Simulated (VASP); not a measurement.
Runs of VASP 6.6.1 on C. Symmetry: Fd-3m, No. 227, cubic system. The conventional cell has a = 3.567 Å, b = 3.567 Å, c = 3.567 Å, α = 90.00°, β = 90.00°, γ = 90.00°. C (site symmetry -43m) has 4 C at 1.54 Å within 2.1 Å. 

```tsv
level	potentials or basis	gap on the mesh (eV)	pressure (GPa)
PBEsol	VASP PAW PBE potentials, release 64 (C)	4.00	-3.8
BLYP	VASP PAW PBE potentials, release 64 (C)	4.46	11.7
RPBE	VASP PAW PBE potentials, release 64 (C)	4.13	(a)
LDA	VASP PAW LDA potentials, release 64 (C)	4.10	(b)
```

Alike in all rows: task single point; no spin polarisation; cell as given; k mesh 8 × 8 × 8; cutoff (eV) 520; smearing gaussian 0.01 eV.

Task: Estimate the missing entries.

Result: (a) 8.5; (b) -11.6.

Caveats: the PAW data sets were made with another functional, which shifts forces and pressure a little (some runs).

A k mesh can miss the band edges.
